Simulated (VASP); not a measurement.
# Ge (Imma) in VASP: notebook

The runs below take Ge through electric field gradients, with PBE, r2SCAN.

Program: VASP 6.6.1. These are calculated values, not measurements. Logs are shortened: lines on timing, memory, paths and dates and some standing lists are left out, and cuts for length are marked.

## 1. The cell of the first run

Symmetry: Imma, No. 74, orthorhombic system. Conventional cell: a = 4.992 Å, b = 5.302 Å, c = 2.874 Å, α = 90.00°, β = 90.00°, γ = 90.00°. Ge (site symmetry mm2) has 8 Ge at 2.68 to 3.08 Å within 3.5 Å.

## 2. Electric field gradients, PBE

Input file INCAR:

```
ALGO = Normal
EDIFF = 1E-8
ENCUT = 520
GGA = PE
ISIF = 2
ISMEAR = -1
LASPH = T
LCHARG = F
LEFG = T
LREAL = F
LWAVE = F
NBANDS = 21
NELM = 60
PREC = Accurate
SIGMA = 0.03
```

Input file KPOINTS:

```
k-points
0
Gamma
  15 15 15
```

Input file POSCAR:

```
Ge
1.0
   -2.4958980000      2.6508630000      1.4369470000
    2.4958980000     -2.6508630000      1.4369470000
    2.4958980000      2.6508630000     -1.4369470000
Ge
2
Direct
    0.6859430000      0.9359430000      0.7500000000
    0.3140570000      0.0640570000      0.2500000000
```

Potentials or basis: VASP PAW PBE potentials, release 64 (Ge_d).

Launch:

```sh
> cat potpaw_PBE.64/Ge_d/POTCAR > POTCAR
> mpirun -np 1 vasp_std > vasp.out
```

OUTCAR:

```text
EDIFF = 1E-8
   ENCUT = 520
   GGA = PE
   ISIF = 2
   ISMEAR = -1
   LASPH = T
   LREAL = F
   NELM = 60
   PREC = Accurate

 ion  position               nearest neighbor table
   1  0.686  0.936  0.750-   2 2.68   2 2.68   2 2.72   2 2.72
   2  0.314  0.064  0.250-   1 2.68   1 2.68   1 2.72   1 2.72

  LATTYP: Found a body centered orthorhombic cell.
 ALAT       =     2.8738940000
 B/A-ratio  =     1.7369450648
 C/A-ratio  =     1.8447882907

  Lattice vectors:

 A1 = (   2.4958980000,  -2.6508630000,   1.4369470000)
 A2 = (  -2.4958980000,  -2.6508630000,  -1.4369470000)
 A3 = (   2.4958980000,   2.6508630000,  -1.4369470000)

Analysis of symmetry for initial positions (statically):
=====================================================================
 Subroutine PRICEL returns:
 Original cell was already a primitive cell.

 Routine SETGRP: Setting up the symmetry group for a
 body centered orthorhombic supercell.

 Subroutine GETGRP returns: Found  8 space group operations
 (whereof  4 operations were pure point group operations)
 out of a pool of  8 trial point group operations.

The static configuration has the point symmetry C_2h.
 The point group associated with its full space group is D_2h.

Analysis of symmetry for dynamics (positions and initial velocities):
=====================================================================
 Subroutine PRICEL returns:
 Original cell was already a primitive cell.

 Routine SETGRP: Setting up the symmetry group for a
 body centered orthorhombic supercell.

 Subroutine GETGRP returns: Found  8 space group operations
 (whereof  4 operations were pure point group operations)
 out of a pool of  8 trial point group operations.

The dynamic configuration has the point symmetry C_2h.
 The point group associated with its full space group is D_2h.

 Subroutine INISYM returns: Found  8 space group operations
 (whereof  4 operations are pure point group operations),
 and found     1 'primitive' translations

----------------------------------------------------------------------------------------

                                     Primitive cell

  volume of cell :      38.0290

  direct lattice vectors                    reciprocal lattice vectors
    -2.495898000  2.650863000  1.436947000     0.000000000  0.188617820  0.347959946
     2.495898000 -2.650863000  1.436947000     0.200328699  0.000000000  0.347959946
     2.495898000  2.650863000 -1.436947000     0.200328699  0.188617820  0.000000000

  length of vectors
     3.914255760  3.914255760  3.914255760     0.395793893  0.401506801  0.275151358

  position of ions in fractional coordinates (direct lattice)
     0.685943000  0.935943000  0.750000000
     0.314057000  0.064057000  0.250000000

  ion indices of the primitive-cell ions
   primitive index   ion index
                 1           1
                 2           2

----------------------------------------------------------------------------------------

 KPOINTS: k-points

Automatic generation of k-mesh.
 Grid dimensions read from file:
 generate k-points for:   15   15   15

 Generating k-lattice:

  Cartesian coordinates                     Fractional coordinates (reciprocal lattice)
     0.000000000  0.012574521  0.023197330     0.066666667  0.000000000  0.000000000
     0.013355247  0.000000000  0.023197330     0.000000000  0.066666667  0.000000000
     0.013355247  0.012574521  0.000000000     0.000000000  0.000000000  0.066666667

  Length of vectors
     0.026386260  0.026767120  0.018343424

  Shift w.r.t. Gamma in fractional coordinates (k-lattice)
     0.000000000  0.000000000  0.000000000

 Subroutine IBZKPT returns following result:
 ===========================================

 Found    512 irreducible k-points:

 Following reciprocal coordinates:
            Coordinates               Weight
  0.000000  0.000000  0.000000      1.000000
  0.066667  0.000000  0.000000      4.000000
  0.133333  0.000000  0.000000      4.000000
  0.200000  0.000000 -0.000000      4.000000
  0.266667  0.000000  0.000000      4.000000
  0.333333  0.000000  0.000000      4.000000
[... 16 lines left out ...]
 -0.066667  0.066667 -0.000000      4.000000
  0.000000  0.133333 -0.000000      4.000000
 [... further k-points ...]
   k-points           NKPTS =    512   k-points in BZ     NKDIM =    512   number of bands    NBANDS=     21
   number of dos      NEDOS =    301   number of ions     NIONS =      2
   total plane-waves  NPLWV =  27000
   dimension x,y,z NGX =    30 NGY =   30 NGZ =   30
   dimension x,y,z NGXF=    60 NGYF=   60 NGZF=   60
   ions per type =               2
   NGX,Y,Z   is equivalent  to a cutoff of  12.74, 12.74, 12.74 a.u.
   NGXF,Y,Z  is equivalent  to a cutoff of  25.48, 25.48, 25.48 a.u.
 SYSTEM =  unknown system
   PREC   = accura    normal or accurate (medium, high low for compatibility)
   ISTART =      0    job   : 0-new  1-cont  2-samecut
   ICHARG =      2    charge: 1-file 2-atom 10-const
   ISPIN  =      1    spin polarized calculation?
   LNONCOLLINEAR =      F non collinear calculations
   LSORBIT =      F    spin-orbit coupling
   LASPH  =      T    aspherical Exc in radial PAW
   ENCUT  =  520.0 eV  38.22 Ry    6.18 a.u.   7.28  7.28  7.28*2*pi/ulx,y,z
   NELM   =     60;   NELMIN=  2; NELMDL= -5     # of ELM steps
   EDIFF  = 0.1E-07   stopping-criterion for ELM
   LREAL  =      F    real-space projection
   EDIFFG = 0.1E-06   stopping-criterion for IOM
   NSW    =      0    number of steps for IOM
   IBRION =     -1    ionic relax: 0-MD 1-quasi-New 2-CG
   NFREE  =      0    steps in history (QN), initial steepest desc. (CG)
   ISIF   =      2    stress and relaxation
   ISYM   =      2    0-nonsym 1-usesym 2-fastsym
   POTIM  = 0.5000    time-step for ionic-motion
   TEBEG  =    0.0;   TEEND  =   0.0 temperature during run
   PSTRESS=    0.0 pullay stress
   NELECT =      28.0000    total number of electrons
   NUPDOWN=      -1.0000    fix difference up-down
   EMIN   =  10.00;   EMAX   =-10.00  energy-range for DOS
   EFERMI =   0.00;   METHOD = LEGACY
   ISMEAR =    -1;   SIGMA  =   0.03  broadening in eV -4-tet -1-fermi 0-gaus
   EFERMI_NEDOS =   21; number of points for ismear=-14 and -15
   IALGO  =     38    algorithm
   IMIX   =      4    mixing-type and parameters
     AMIX     =   0.40;   BMIX     =  1.00
     AMIX_MAG =   1.60;   BMIX_MAG =  1.00
  volume/ion in A,a.u.               =      19.01       128.32
  Fermi-wavevector in a.u.,A,eV,Ry     =   1.478277  2.793539 29.732860  2.185304
  Thomas-Fermi vector in A             =   2.592578
   LORBIT       =      0    0 simple, 1 ext, 2 COOP (PROOUT), +10 PAW based schemes
   GGA     = PE    functional components
   LHFCALC =     F    Hartree Fock is set to
   AEXX    =    0.0000 exact exchange contribution
   IVDW    =     0    specifies the selected vdW correction
   LEPSILON=     F    determine dielectric tensor
   LRPA    =     F    only Hartree local field effects (RPA)
 non-spin polarized calculation
  energy-cutoff  :      520.00
  volume of cell :       38.03
 maximum number of plane-waves:      1047
 NGX is ok and might be reduce to    30
   NGX = 15   NGY = 15   NGZ = 15

 number of electron      28.0000014 magnetization

 Free energy of the ion-electron system (eV)
  ---------------------------------------------------
  ext. energy  EPLUGINS =         0.00000000
  ---------------------------------------------------
  free energy    TOTEN  =        -8.56019320 eV

  energy without entropy =       -8.55774227  energy(sigma->0) =       -8.55896773

 E-fermi :   6.5118     XC(G=0): -11.1906

 val. band max:        6.5109605474   @ k =   0.1333   0.2667   0.0667
 cond. band min:       6.5182293334   @ k =  -0.2667  -0.2000   0.0667
 fundamental gap:      0.0072687860
 Fermi energy:         6.5118130453

 k-point     1 :       0.0000    0.0000    0.0000
  band No.  band energies     occupation
      1     -18.2249      2.00000
      2     -18.1489      2.00000
      3     -18.1473      2.00000
      4     -18.1439      2.00000
      5     -18.1113      2.00000
      6     -18.0729      2.00000
[... 13 lines left out ...]
     20      17.2451      0.00000
     21      19.1759      0.00000

 k-point     2 :       0.0667    0.0000    0.0000
  band No.  band energies     occupation
      1     -18.2215      2.00000
      2     -18.1460      2.00000
      3     -18.1417      2.00000
      4     -18.1404      2.00000
      5     -18.1122      2.00000
      6     -18.0743      2.00000
[... 520 lines left out ...]
 k-point    24 :       0.0000    0.1333   -0.0000
  band No.  band energies     occupation
      1     -18.2163      2.00000
      2     -18.1370      2.00000
      3     -18.1362      2.00000
      4     -18.1360      2.00000
      5     -18.0986      2.00000
      6     -18.0813      2.00000
[... 13 lines left out ...]
     20      16.6173      0.00000
     21      17.2942      0.00000

 [... further k-points ...]
[... 5 lines left out ...]
  --------------------------------------------------------------------------------------
  -------------------------------------------------------------------------------------
  Total        0.3112012      0.1410317      0.3373062      0.0000000      0.0000000      0.0000000
  in kB       13.1110341      5.9417229     14.2108493      0.0000000      0.0000000      0.0000000
  external PRESSURE =      11.0878687 kB  Pullay stress =       0.0000000 kB

 VOLUME and BASIS-vectors are now :
 -----------------------------------------------------------------------------
  energy-cutoff  :      520.00
  volume of cell :       38.03
      direct lattice vectors                 reciprocal lattice vectors
    -2.495898000  2.650863000  1.436947000     0.000000000  0.188617820  0.347959946
     2.495898000 -2.650863000  1.436947000     0.200328699  0.000000000  0.347959946
     2.495898000  2.650863000 -1.436947000     0.200328699  0.188617820  0.000000000

 POSITION                                       TOTAL-FORCE (eV/Angst)
 -----------------------------------------------------------------------------------
      2.49590      1.32543      1.25285        -0.000000      0.000000     -0.040164
      0.00000      1.32543      0.18409         0.000000     -0.000000      0.040164
 -----------------------------------------------------------------------------------
    total drift:                               -0.000000     -0.000000      0.000000

  FREE ENERGIE OF THE ION-ELECTRON SYSTEM (eV)
  ---------------------------------------------------
  free  energy   TOTEN  =        -8.5601932003 eV

  energy  without entropy=       -8.5577422666  energy(sigma->0) =       -8.55896773

 Electric field gradients (V/A^2)
---------------------------------------------------------------------
 ion       V_xx      V_yy      V_zz      V_xy      V_xz      V_yz
---------------------------------------------------------------------
   1       5.878   -35.280    29.402     0.003     0.003     0.002
   2       5.878   -35.280    29.402     0.003     0.003     0.002
---------------------------------------------------------------------

 Electric field gradients after diagonalization (V/A^2)
 (convention: |V_zz| > |V_xx| > |V_yy|)
----------------------------------------------------------------------
 ion       V_xx      V_yy      V_zz     asymmetry (V_yy - V_xx)/ V_zz
----------------------------------------------------------------------
   1      29.402     5.878   -35.280       0.667
   2      29.402     5.878   -35.280       0.667
----------------------------------------------------------------------

           NMR quadrupolar parameters

 Cq : quadrupolar parameter    Cq=e*Q*V_zz/h
 eta: asymmetry parameters     (V_yy - V_xx)/ V_zz
 Q  : nuclear electric quadrupole moment in mb (millibarn)
----------------------------------------------------------------------
 ion       Cq(MHz)       eta       Q (mb)
----------------------------------------------------------------------
   1      -0.085       0.667       1.000
   2      -0.085       0.667       1.000
----------------------------------------------------------------------
```

Run time: 13 min. Hardware: 1 thread of AMD EPYC 7R13, shared host; peak memory 0.39 GiB.

What came out:

* Free energy: -8.5602 eV
* Pressure: 1.1 GPa
* Largest force: 0.040 eV/Å
* Band gap on the k mesh: zero (bands 14 and 15 overlap by 5.83 eV)
* Largest electric field gradient by atom: Ge -35.3 V/Å²

Forces in eV/Å, atoms in the order of the input:
```
Ge   0.000  0.000 -0.040
Ge   0.000  0.000  0.040
```

Levels at points of the mesh, in eV from the Fermi level:
```csv
k point,band 11,band 12,band 13,band 14,band 15,band 16,band 17,band 18
"(0.00, 0.00, 0.00)",-13.08,-3.80,-2.33,-1.88,3.49,6.97,7.20,7.92
```

Electric field gradients, principal values (V/Å²):
```csv
atom,least,middle,greatest (by size)
1 Ge,5.878,29.402,-35.280
2 Ge,5.878,29.402,-35.280
```

Caveat: without QUAD_EFG the Cq values of the log hold for a quadrupole moment of 1 mb, not for the nuclei.

(Continued in part 2 of 2.)
